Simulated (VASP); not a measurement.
# ZnGaC4N4 (Cmmm) in VASP: single point with PBE

Aim: the single point of ZnGaC4N4 with PBE.

Everything below comes from runs of VASP 6.6.1. Logs are shortened: lines on timing, memory, paths and dates and some standing lists are left out, and cuts for length are marked.

## Step 1: The cell of the first run

Symmetry: Cmmm, No. 65, orthorhombic system. Conventional cell: a = 7.347 Å, b = 8.176 Å, c = 7.425 Å, α = 90.00°, β = 90.00°, γ = 90.00°. Zn (site symmetry mmm) has 4 N at 2.02 Å within 2.7 Å. Ga (site symmetry mmm) has 4 C at 2.03 Å within 2.7 Å. Within 1.6 Å of C (site symmetry m) lie 1 N at 1.17 Å. Within 1.6 Å of N (site symmetry m) lie 1 C at 1.17 Å.

## Step 2: Single point, PBE

Contents of INCAR:

```
PREC = Accurate ; ENCUT = 520
EDIFF = 1E-6 ; ISMEAR = 0
SIGMA = 0.1 ; LREAL = F
LASPH = T ; NELM = 80
ALGO = Normal ; ISIF = 2
LWAVE = F ; LCHARG = F
GGA = PE ; NBANDS = 42
```

Contents of KPOINTS:

```
Automatic mesh
0
Gamma
  8 8 6
```

Contents of POSCAR:

```
ZnGaC4N4
1.0
    3.6733923562     -4.0881451308      0.0000000000
    3.6733923562      4.0881451308      0.0000000000
    0.0000000000      0.0000000000      7.4246281025
Zn Ga C N
1 1 4 4
Direct
    0.5000000000      0.5000000000      0.5000000000
    0.0000000000      0.0000000000      0.0000000000
    0.8052114722      0.8052114722      0.8061379761
    0.1947885278      0.1947885278      0.1938620239
    0.8052114722      0.8052114722      0.1938620239
    0.1947885278      0.1947885278      0.8061379761
    0.6945546059      0.6945546059      0.6929765704
    0.3054453941      0.3054453941      0.3070234296
    0.6945546059      0.6945546059      0.3070234296
    0.3054453941      0.3054453941      0.6929765704
```

Potentials or basis: VASP PAW PBE potentials, release 64 (Zn, Ga_d, C, N).

Started as:

```
$ cat potpaw_PBE.64/Zn/POTCAR potpaw_PBE.64/Ga_d/POTCAR potpaw_PBE.64/C/POTCAR potpaw_PBE.64/N/POTCAR > POTCAR
$ mpirun -np 1 vasp_std > vasp.out
```

OUTCAR:

```text
PREC = Accurate
   ENCUT = 520
   EDIFF = 1E-6
   ISMEAR = 0
   LREAL = F
   LASPH = T
   NELM = 80
   ISIF = 2
   GGA = PE

 ion  position               nearest neighbor table
   1  0.500  0.500  0.500-   7 2.02   8 2.02   9 2.02  10 2.02
   2  0.000  0.000  0.000-   3 2.03   4 2.03   5 2.03   6 2.03
   3  0.805  0.805  0.806-   7 1.17   2 2.03
   4  0.195  0.195  0.194-   8 1.17   2 2.03
   5  0.805  0.805  0.194-   9 1.17   2 2.03
   6  0.195  0.195  0.806-  10 1.17   2 2.03
   7  0.695  0.695  0.693-   3 1.17   1 2.02
   8  0.305  0.305  0.307-   4 1.17   1 2.02
   9  0.695  0.695  0.307-   5 1.17   1 2.02
  10  0.305  0.305  0.693-   6 1.17   1 2.02

  LATTYP: Found a base centered orthorhombic cell.
 ALAT       =     7.3467847124
 B/A-ratio  =     1.1129072896
 C/A-ratio  =     1.0105955725

  Lattice vectors:

 A1 = (   3.6733923562,  -4.0881451308,   0.0000000000)
 A2 = (   3.6733923562,   4.0881451308,   0.0000000000)
 A3 = (   0.0000000000,   0.0000000000,   7.4246281025)

Analysis of symmetry for initial positions (statically):
=====================================================================
 Subroutine PRICEL returns:
 Original cell was already a primitive cell.

 Routine SETGRP: Setting up the symmetry group for a
 base centered orthorhombic supercell.

 Subroutine GETGRP returns: Found  8 space group operations
 (whereof  8 operations were pure point group operations)
 out of a pool of  8 trial point group operations.

The static configuration has the point symmetry D_2h.

Analysis of symmetry for dynamics (positions and initial velocities):
=====================================================================
 Subroutine PRICEL returns:
 Original cell was already a primitive cell.

 Routine SETGRP: Setting up the symmetry group for a
 base centered orthorhombic supercell.

 Subroutine GETGRP returns: Found  8 space group operations
 (whereof  8 operations were pure point group operations)
 out of a pool of  8 trial point group operations.

The dynamic configuration has the point symmetry D_2h.

 Subroutine INISYM returns: Found  8 space group operations
 (whereof  8 operations are pure point group operations),
 and found     1 'primitive' translations

----------------------------------------------------------------------------------------

                                     Primitive cell

  volume of cell :     222.9966

  direct lattice vectors                    reciprocal lattice vectors
     3.673392356 -4.088145131  0.000000000     0.136113965 -0.122304856  0.000000000
     3.673392356  4.088145131  0.000000000     0.136113965  0.122304856  0.000000000
     0.000000000  0.000000000  7.424628102     0.000000000  0.000000000  0.134686881

  length of vectors
     5.496066049  5.496066049  7.424628102     0.182990408  0.182990408  0.134686881

  position of ions in fractional coordinates (direct lattice)
     0.500000000  0.500000000  0.500000000
     0.000000000  0.000000000  0.000000000
     0.805211472  0.805211472  0.806137976
     0.194788528  0.194788528  0.193862024
     0.805211472  0.805211472  0.193862024
     0.194788528  0.194788528  0.806137976
     0.694554606  0.694554606  0.692976570
     0.305445394  0.305445394  0.307023430
     0.694554606  0.694554606  0.307023430
     0.305445394  0.305445394  0.692976570

  ion indices of the primitive-cell ions
   primitive index   ion index
                 1           1
                 2           2
                 3           3
                 4           4
                 5           5
                 6           6
                 7           7
                 8           8
                 9           9
                10          10

----------------------------------------------------------------------------------------

 KPOINTS: Automatic mesh

Automatic generation of k-mesh.
 Grid dimensions read from file:
 generate k-points for:    8    8    6

 Generating k-lattice:

  Cartesian coordinates                     Fractional coordinates (reciprocal lattice)
     0.017014246 -0.015288107  0.000000000     0.125000000  0.000000000  0.000000000
     0.017014246  0.015288107  0.000000000     0.000000000  0.125000000  0.000000000
     0.000000000  0.000000000  0.022447813     0.000000000  0.000000000  0.166666667

  Length of vectors
     0.022873801  0.022873801  0.022447813

  Shift w.r.t. Gamma in fractional coordinates (k-lattice)
     0.000000000  0.000000000  0.000000000

 Subroutine IBZKPT returns following result:
 ===========================================

 Found     84 irreducible k-points:

 Following reciprocal coordinates:
            Coordinates               Weight
  0.000000  0.000000  0.000000      1.000000
  0.125000  0.000000  0.000000      4.000000
  0.250000  0.000000  0.000000      4.000000
  0.375000  0.000000  0.000000      4.000000
  0.500000  0.000000  0.000000      2.000000
  0.125000  0.125000  0.000000      2.000000
[... 16 lines left out ...]
  0.125000  0.000000  0.166667      8.000000
  0.250000  0.000000  0.166667      8.000000
 [... further k-points ...]
   k-points           NKPTS =     84   k-points in BZ     NKDIM =     84   number of bands    NBANDS=     42
   number of dos      NEDOS =    301   number of ions     NIONS =     10
   total plane-waves  NPLWV =  98784
   dimension x,y,z NGX =    42 NGY =   42 NGZ =   56
   dimension x,y,z NGXF=    84 NGYF=   84 NGZF=  112
   ions per type =               1   1   4   4
   NGX,Y,Z   is equivalent  to a cutoff of  12.70, 12.70, 12.54 a.u.
   NGXF,Y,Z  is equivalent  to a cutoff of  25.41, 25.41, 25.08 a.u.
 SYSTEM =  unknown system
   PREC   = accura    normal or accurate (medium, high low for compatibility)
   ISTART =      0    job   : 0-new  1-cont  2-samecut
   ICHARG =      2    charge: 1-file 2-atom 10-const
   ISPIN  =      1    spin polarized calculation?
   LNONCOLLINEAR =      F non collinear calculations
   LSORBIT =      F    spin-orbit coupling
   LASPH  =      T    aspherical Exc in radial PAW
   ENCUT  =  520.0 eV  38.22 Ry    6.18 a.u.  10.22 10.22 13.80*2*pi/ulx,y,z
   NELM   =     80;   NELMIN=  2; NELMDL= -5     # of ELM steps
   EDIFF  = 0.1E-05   stopping-criterion for ELM
   LREAL  =      F    real-space projection
   EDIFFG = 0.1E-04   stopping-criterion for IOM
   NSW    =      0    number of steps for IOM
   IBRION =     -1    ionic relax: 0-MD 1-quasi-New 2-CG
   NFREE  =      0    steps in history (QN), initial steepest desc. (CG)
   ISIF   =      2    stress and relaxation
   ISYM   =      2    0-nonsym 1-usesym 2-fastsym
   POTIM  = 0.5000    time-step for ionic-motion
   TEBEG  =    0.0;   TEEND  =   0.0 temperature during run
   PSTRESS=    0.0 pullay stress
   NELECT =      61.0000    total number of electrons
   NUPDOWN=      -1.0000    fix difference up-down
   EMIN   =  10.00;   EMAX   =-10.00  energy-range for DOS
   EFERMI =   0.00;   METHOD = LEGACY
   ISMEAR =     0;   SIGMA  =   0.10  broadening in eV -4-tet -1-fermi 0-gaus
   EFERMI_NEDOS =   21; number of points for ismear=-14 and -15
   IALGO  =     38    algorithm
   IMIX   =      4    mixing-type and parameters
     AMIX     =   0.40;   BMIX     =  1.00
     AMIX_MAG =   1.60;   BMIX_MAG =  1.00
  volume/ion in A,a.u.               =      22.30       150.49
  Fermi-wavevector in a.u.,A,eV,Ry     =   1.062720  2.008249 15.366050  1.129373
  Thomas-Fermi vector in A             =   2.198180
   LORBIT       =      0    0 simple, 1 ext, 2 COOP (PROOUT), +10 PAW based schemes
   GGA     = PE    functional components
   LHFCALC =     F    Hartree Fock is set to
   AEXX    =    0.0000 exact exchange contribution
   IVDW    =     0    specifies the selected vdW correction
   LEPSILON=     F    determine dielectric tensor
   LRPA    =     F    only Hartree local field effects (RPA)
 non-spin polarized calculation
 Gauss-broadening in eV      SIGMA  =   0.10
  energy-cutoff  :      520.00
  volume of cell :      223.00
 maximum number of plane-waves:      6045
 NGX is ok and might be reduce to    42
   NGX = 21   NGY = 21   NGZ = 27

 number of electron      61.0000000 magnetization

 Free energy of the ion-electron system (eV)
  ---------------------------------------------------
  ext. energy  EPLUGINS =         0.00000000
  ---------------------------------------------------
  free energy    TOTEN  =       -68.81941855 eV

  energy without entropy =      -68.79481566  energy(sigma->0) =      -68.80711710

 E-fermi :   0.0836     XC(G=0):  -6.8103

 val. band max:        0.0771712475   @ k =   0.3750   0.3750   0.3333
 cond. band min:       0.0884371831   @ k =   0.1250   0.0000   0.3333
 fundamental gap:      0.0112659357
 Fermi energy:         0.0835797242

 k-point     1 :       0.0000    0.0000    0.0000
  band No.  band energies     occupation
      1     -19.1265      2.00000
      2     -18.9717      2.00000
      3     -18.9441      2.00000
      4     -18.8650      2.00000
      5     -15.8615      2.00000
      6     -15.8036      2.00000
[... 34 lines left out ...]
     41       4.3923      0.00000
     42       5.3302      0.00000

 k-point     2 :       0.1250    0.0000    0.0000
  band No.  band energies     occupation
      1     -19.1206      2.00000
      2     -18.9683      2.00000
      3     -18.9498      2.00000
      4     -18.8683      2.00000
      5     -15.8612      2.00000
      6     -15.8037      2.00000
[... 34 lines left out ...]
     41       4.4882      0.00000
     42       5.2408      0.00000

 k-point     3 :       0.2500    0.0000    0.0000
  band No.  band energies     occupation
      1     -19.1048      2.00000
      2     -18.9660      2.00000
      3     -18.9588      2.00000
      4     -18.8775      2.00000
      5     -15.8607      2.00000
      6     -15.8041      2.00000
[... 897 lines left out ...]
      4     -18.8722      2.00000
      5     -15.8609      2.00000
      6     -15.8040      2.00000
[... 34 lines left out ...]
     41       4.5956      0.00000
     42       5.1043      0.00000

 k-point    24 :       0.2500    0.0000    0.1667
  band No.  band energies     occupation
      1     -19.0982      2.00000
      2     -18.9691      2.00000
      3     -18.9583      2.00000
      4     -18.8822      2.00000
      5     -15.8605      2.00000
      6     -15.8045      2.00000
[... 34 lines left out ...]
     41       4.8805      0.00000
     42       5.1954      0.00000

 [... further k-points ...]
[... 5 lines left out ...]
  --------------------------------------------------------------------------------------
  -------------------------------------------------------------------------------------
  Total        0.8396483     -0.0226118      0.8973769      0.0000000      0.0000000      0.0000000
  in kB        6.0326716     -0.1624601      6.4474374      0.0000000      0.0000000      0.0000000
  external PRESSURE =       4.1058830 kB  Pullay stress =       0.0000000 kB

 VOLUME and BASIS-vectors are now :
 -----------------------------------------------------------------------------
  energy-cutoff  :      520.00
  volume of cell :      223.00
      direct lattice vectors                 reciprocal lattice vectors
     3.673392356 -4.088145131  0.000000000     0.136113965 -0.122304856  0.000000000
     3.673392356  4.088145131  0.000000000     0.136113965  0.122304856  0.000000000
     0.000000000  0.000000000  7.424628102     0.000000000  0.000000000  0.134686881

 POSITION                                       TOTAL-FORCE (eV/Angst)
 -----------------------------------------------------------------------------------
      3.67339      0.00000      3.71231         0.000000      0.000000      0.000000
      0.00000      0.00000      0.00000         0.000000     -0.000000      0.000000
      5.91572      0.00000      5.98527         0.277239      0.000000      0.282869
      1.43107      0.00000      1.43935        -0.277239      0.000000     -0.282869
      5.91572      0.00000      1.43935         0.277239      0.000000     -0.282869
      1.43107      0.00000      5.98527        -0.277239      0.000000      0.282869
      5.10274      0.00000      5.14509        -0.248102      0.000000     -0.254083
      2.24404      0.00000      2.27953         0.248102      0.000000      0.254083
      5.10274      0.00000      2.27953        -0.248102      0.000000      0.254083
      2.24404      0.00000      5.14509         0.248102      0.000000     -0.254083
 -----------------------------------------------------------------------------------
    total drift:                                0.000000     -0.000000      0.000000

  FREE ENERGIE OF THE ION-ELECTRON SYSTEM (eV)
  ---------------------------------------------------
  free  energy   TOTEN  =       -68.8194185475 eV

  energy  without entropy=      -68.7948156554  energy(sigma->0) =      -68.80711710
```

Run time: 20 min. Hardware: 1 thread of Intel Xeon 8259CL, shared host; peak memory 0.81 GiB.

Results:

| Quantity | Value |
| --- | --- |
| Free energy | -68.8194 eV |
| Pressure | 0.4 GPa |
| Largest force | 0.396 eV/Å |
| Band gap on the k mesh | zero (an odd number of electrons rules out a gap without spin polarisation) |

Forces in eV/Å, atoms in the order of the input:
```
Zn   0.000  0.000  0.000
Ga   0.000  0.000  0.000
C    0.277  0.000  0.283
C   -0.277  0.000 -0.283
C    0.277  0.000 -0.283
C   -0.277  0.000  0.283
N   -0.248  0.000 -0.254
N    0.248  0.000  0.254
N   -0.248  0.000  0.254
N    0.248  0.000 -0.254
```

Stress tensor (GPa, compression positive):
```
 0.60  0.00  0.00
 0.00 -0.02  0.00
 0.00  0.00  0.64
```
